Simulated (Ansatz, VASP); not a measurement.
**Hg: VASP beside Ansatz**

INCAR

```
SYSTEM = Hg
PREC = Accurate
ENCUT = 520
EDIFF = 1E-6
ISMEAR = 0
SIGMA = 0.15
LREAL = .FALSE.
LASPH = .TRUE.
NELM = 60
ALGO = Fast
ISIF = 2
LWAVE = .FALSE.
LCHARG = .FALSE.
GGA = PE
IVDW = 12
NBANDS = 19
```

Contents of KPOINTS:

```
Automatic mesh
0
G
  15 15 8
  0 0 0
```

Contents of POSCAR:

```
Hg
1.0
    3.5198000000      0.0000000000      0.0000000000
   -1.7599000000      3.0482362162      0.0000000000
    0.0000000000      0.0000000000      5.4448000000
Hg
2
Direct
    0.6666666667      0.3333333333      0.7500000000
    0.3333333333      0.6666666667      0.2500000000
```

Input for Ansatz:

```yaml
crystal:
  lattice:
    - [3.5198, 0.0, 0.0]
    - [-1.7599, 3.0482362162, 0.0]
    - [0.0, 0.0, 5.4448]
  atoms:
    - { symbol: Hg, position: [0.6666666667, 0.3333333333, 0.75] }
    - { symbol: Hg, position: [0.3333333333, 0.6666666667, 0.25] }
basis:
  ecutwfc: 420
kpoints:
  mp_grid: { grid: [15, 15, 8] }
hamiltonian:
  xc: pbe
  dispersion: d3bj
scf:
  occupations: { method: gaussian, width: 0.15 }
output:
  forces: true
  stress: true
  eigenvalues: true
```

Alike in both runs: task single point; functional PBE; dispersion D3(BJ); k mesh 15 × 15 × 8; occupations gaussian, width 0.15 eV; no spin polarisation.

```csv
,VASP,Ansatz
version,VASP 6.6.1,Ansatz 0.2.0
potentials or method,"VASP PAW PBE potentials, release 64 (Hg), cutoff 520 eV","scalar-relativistic, plane waves, PAW"
valence electrons in the cell,24,40
```

```csv
,VASP,Ansatz,Ansatz less VASP
gap on the k mesh at the Fermi level (eV),none,none,-
pressure (GPa),-1.2,-1.3,-0.09
"traceless stress, the component that is largest in VASP (GPa)",0.13,0.11,-0.017
```

A gap of «none» marks a metal or a gap that the smearing closes. VASP's potentials hold 24 valence electrons a cell and Ansatz's 40, so a difference there can come from the potentials and not from the codes.

Neither program's run includes spin-orbit coupling.
